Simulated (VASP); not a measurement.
Write the native input for VASP 6.6.1 that does the following.

| Property | Result |
| --- | --- |
| Task | single point |
| Functional | PBEsol |
| Potentials or basis | VASP PAW PBE potentials, release 64 (Ni) |
| Cutoff | 520 eV |
| k mesh | 10 × 10 × 10 |
| Occupations | gaussian, width 0.1 eV |
| Spin | collinear spin, ferromagnetic start |
| Starting moments | [0.81] μB |
| Dipole correction | no |
| Further INCAR settings | ALGO = Fast; EDIFF = 1e-06; NBANDS = 15 |

The structure of Ni lies in POSCAR:

```
Ni
1.0
    0.0000000000      1.7331559942      1.7331559942
    1.7331559942      0.0000000000      1.7331559942
    1.7331559942      1.7331559942      0.0000000000
Ni
1
Direct
    0.0000000000      0.0000000000      0.0000000000
```

The input as run:

INCAR

```
SYSTEM = Ni
  ALGO = Fast
  EDIFF = 1E-6
  ENCUT = 520
  GGA = PS
  ISIF = 2
  ISMEAR = 0
  ISPIN = 2
  LASPH = .TRUE.
  LCHARG = .FALSE.
  LMAXMIX = 4
  LORBIT = 11
  LREAL = .FALSE.
  LWAVE = .FALSE.
  MAGMOM = 0.81
  NBANDS = 15
  NELM = 150
  PREC = Accurate
  SIGMA = 0.1
```

KPOINTS

```
k-points
0
G
  10 10 10
  0 0 0
```

Potentials or basis: VASP PAW PBE potentials, release 64 (Ni).

Run with:

```bash
$ cat potpaw_PBE.64/Ni/POTCAR > POTCAR
$ mpirun -np 1 vasp_std > vasp.out
```

It gave:

```
Pressure                                              : -0.3 GPa
Net moment                                            : 0.71 μB per cell
Site moments                                          : Ni +0.71 μB
Valence electrons inside the program's atomic spheres : Ni 9.39
```

Caveat: the PAW data sets were made with another functional, which shifts forces and pressure a little.

Wall time 19 s on 1 thread of Intel(R) Xeon(R) Platinum 8259CL CPU @ 2.50GHz (Skylake/Cascade Lake), with other jobs on the host, peak memory 0.12 GiB.
